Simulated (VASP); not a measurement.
Here is a VASP 6.6.1 calculation.

Contents of INCAR:

```
PREC = Accurate
ENCUT = 520
EDIFF = 1E-7
ISMEAR = -1
SIGMA = 0.08
LREAL = F
LASPH = T
NELM = 80
ALGO = Normal
ISIF = 2
LWAVE = F
LCHARG = F
LDIPOL = T
IDIPOL = 3
DIPOL = 0.5 0.5 0.500
GGA = PE
NBANDS = 22
```

File KPOINTS:

```
regular mesh
0
Gamma
  12 12 1
```

File POSCAR:

```
Pt
1.0
    2.8080030018      0.0000000000      0.0000000000
    0.0000000000      2.8080030018      0.0000000000
    0.0000000000      0.0000000000     19.9711000000
Pt
3
Direct
    0.0000000000      0.0000000000      0.4005784376
    0.5000000000      0.5000000000      0.5000000000
    0.0000000000      0.0000000000      0.5994215624
```

Potentials or basis: VASP PAW PBE potentials, release 64 (Pt).

The run is started by

```console
$ cat potpaw_PBE.64/Pt/POTCAR > POTCAR
$ mpirun -np 1 vasp_std > vasp.out
```

Task: Predict the largest force.

Result: 0.425 eV/Å.

Task: Predict the band gap on the k mesh.

Result: Zero (band 15 reaches 0.08 eV, above the bottom of band 16 at -1.23 eV).

Forces in eV/Å, atoms in the order of the input:
```
Pt   0.000  0.000  0.425
Pt   0.000  0.000  0.000
Pt   0.000  0.000 -0.425
```

Caveat: spin-orbit coupling is left out, which moves the levels of the heavy elements.
